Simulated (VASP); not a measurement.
Set up this calculation in VASP 6.6.1, as the native input.

```yaml
Task: single point
Functional: r2SCAN
Potentials_or_basis: VASP PAW PBE potentials, release 64 (Mg, S)
Cutoff: 660 eV
k_mesh: 4 × 4 × 4
Occupations: gaussian, width 0.02 eV
Spin: no spin polarisation
Dipole_correction: no
Further_INCAR_settings: ALGO = Normal; EDIFF = 1e-06; NBANDS = 46
```

Crystal: MgS.

```
Mg S
1.0
     8.56082    0.00000    0.00000
     0.00000    8.56082    0.00000
     0.00000    0.00000    5.25262
Mg S
8 8
Direct
  0.64319 0.64321 0.00000
  0.85679 0.85681 0.50000
  0.35681 0.35679 0.00000
  0.14321 0.14319 0.50000
  0.64321 0.35681 0.50000
  0.85681 0.14321 0.00000
  0.35679 0.64319 0.50000
  0.14319 0.85679 0.00000
  0.15121 0.84855 0.50000
  0.34855 0.65121 0.00000
  0.84879 0.15145 0.50000
  0.65145 0.34879 0.00000
  0.15145 0.15121 0.00000
  0.34879 0.34855 0.50000
  0.84855 0.84879 0.00000
  0.65121 0.65145 0.50000
```

These files were run (other wordings do the same):

POSCAR

```
MgS
1.0
    8.5608248997      0.0000000000      0.0000000000
    0.0000000000      8.5608248997      0.0000000000
    0.0000000000      0.0000000000      5.2526159250
Mg S
8 8
Direct
    0.6431925776      0.6432100275      0.0000000000
    0.8567899725      0.8568074224      0.5000000000
    0.3568074224      0.3567899725      0.0000000000
    0.1432100275      0.1431925776      0.5000000000
    0.6432100275      0.3568074224      0.5000000000
    0.8568074224      0.1432100275      0.0000000000
    0.3567899725      0.6431925776      0.5000000000
    0.1431925776      0.8567899725      0.0000000000
    0.1512140556      0.8485536356      0.5000000000
    0.3485536356      0.6512140556      0.0000000000
    0.8487859444      0.1514463644      0.5000000000
    0.6514463644      0.3487859444      0.0000000000
    0.1514463644      0.1512140556      0.0000000000
    0.3487859444      0.3485536356      0.5000000000
    0.8485536356      0.8487859444      0.0000000000
    0.6512140556      0.6514463644      0.5000000000
```

INCAR.step1

```
PREC = Accurate ; ENCUT = 660
ISMEAR = 0 ; SIGMA = 0.02
LREAL = F ; LASPH = T
NELM = 120 ; NBANDS = 46
GGA = PE ; ALGO = Normal
EDIFF = 1E-5 ; LWAVE = T
LCHARG = F ; GGA_COMPAT = F
```

INCAR.step2

```
PREC = Accurate ; ENCUT = 660
EDIFF = 1E-6 ; ISMEAR = 0
SIGMA = 0.02 ; LREAL = F
LASPH = T ; NELM = 120
ALGO = Normal ; ISIF = 2
LWAVE = F ; LCHARG = F
METAGGA = R2SCAN ; LMIXTAU = T
NBANDS = 46 ; ISTART = 1
GGA_COMPAT = F
```

KPOINTS

```
Automatic mesh
0
Gamma
  4 4 4
```

Potentials or basis: VASP PAW PBE potentials, release 64 (Mg, S).

Launch:

```bash
$ cat potpaw_PBE.64/Mg/POTCAR potpaw_PBE.64/S/POTCAR > POTCAR
$ cp INCAR.step1 INCAR
$ mpirun -np 1 vasp_std > vasp.out
$ cp INCAR.step2 INCAR
$ mpirun -np 1 vasp_std > vasp.out
```

Results of the run:

```yaml
Pressure: -1.2 GPa
Largest_force: 0.030 eV/Å
Band_gap_on_the_k_mesh: 3.44 eV
```

Caveat: the PAW data sets were made with another functional, which shifts forces and pressure a little.

It took 22 min on 1 thread of Intel(R) Xeon(R) Platinum 8488C (Sapphire Rapids), on a shared host, peak memory 0.8 GiB.
